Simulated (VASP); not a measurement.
Crystal: Ga2SbP3.

```
Ga Sb P
1.0
     3.40111    0.00000    0.00000
     0.00000    3.40111    0.00000
     0.00000    0.00000    9.32397
Ga Sb P
2 1 3
Direct
  0.50000 0.50000 0.83809
  0.50000 0.50000 0.16191
  0.50000 0.50000 0.50000
  0.00000 0.00000 0.00000
  0.00000 0.00000 0.71132
  0.00000 0.00000 0.28868
```

The cell was generated, and may not be a known phase.

- Program: VASP 6.6.1
- Task: relaxation of cell and atoms
- Functional: PBE
- Potentials or basis: VASP PAW PBE potentials, release 64 (Ga_d, Sb, P)
- Cutoff: 600 eV
- k mesh: 12 × 12 × 4
- Occupations: gaussian, width 0.1 eV
- Spin: no spin polarisation

At the start: pressure -0.3 GPa; volume 17.98 Å³/atom.

Problem. Where does the relaxation end?

Solution. Over 17 steps the energy falls by 10.8 meV/atom and the volume is 18.13 Å³/atom (+0.9 %); space group P4/mmm (No. 123, to 0.1 Å) before and after.

The path:
| step | energy change (eV) | largest force (eV/Å) | pressure (GPa) | volume (Å³) |
| --- | --- | --- | --- | --- |
| 1 | 0.0000 | 0.2165 | -0.26 | 107.86 |
| 2 | -0.0344 | 0.1623 | 0.16 | 107.39 |
| 3 | -0.0487 | 0.1236 | 0.88 | 106.87 |
| 4 | -0.0495 | 0.1110 | 1.11 | 106.71 |
| 5 | -0.0570 | 0.1105 | -0.38 | 108.96 |
| 6 | -0.0574 | 0.1115 | -0.13 | 108.54 |
| 7 | -0.0594 | 0.0937 | -0.08 | 108.53 |
| 8 | -0.0628 | 0.0406 | 0.05 | 108.49 |
| 9 | -0.0630 | 0.0556 | 0.09 | 108.47 |
| 10 | -0.0639 | 0.0472 | -0.12 | 108.84 |
| 11 | -0.0641 | 0.0412 | -0.30 | 109.14 |
| 12 | -0.0645 | 0.0322 | -0.17 | 109.07 |
| 13 | -0.0647 | 0.0251 | -0.12 | 109.01 |
| 14 | -0.0649 | 0.0111 | -0.03 | 108.89 |
| 15 | -0.0649 | 0.0127 | -0.07 | 108.90 |
| 16 | -0.0650 | 0.0110 | 0.01 | 108.83 |
| 17 | -0.0650 | 0.0098 | 0.04 | 108.79 |

Final structure:
```xyz
6
Lattice="3.4656 0.0000 0.0000 0.0000 3.4656 0.0000 0.0000 0.0000 9.0576" Properties=species:S:1:pos:R:3 pbc="T T T"
Ga    1.7328    1.7328    7.5968
Ga    1.7328    1.7328    1.4608
Sb    1.7328    1.7328    4.5288
P     0.0000    0.0000    0.0000
P     0.0000    0.0000    6.5404
P     0.0000    0.0000    2.5172
```

Caveat: the highest band is partly filled, so the run has too few bands.
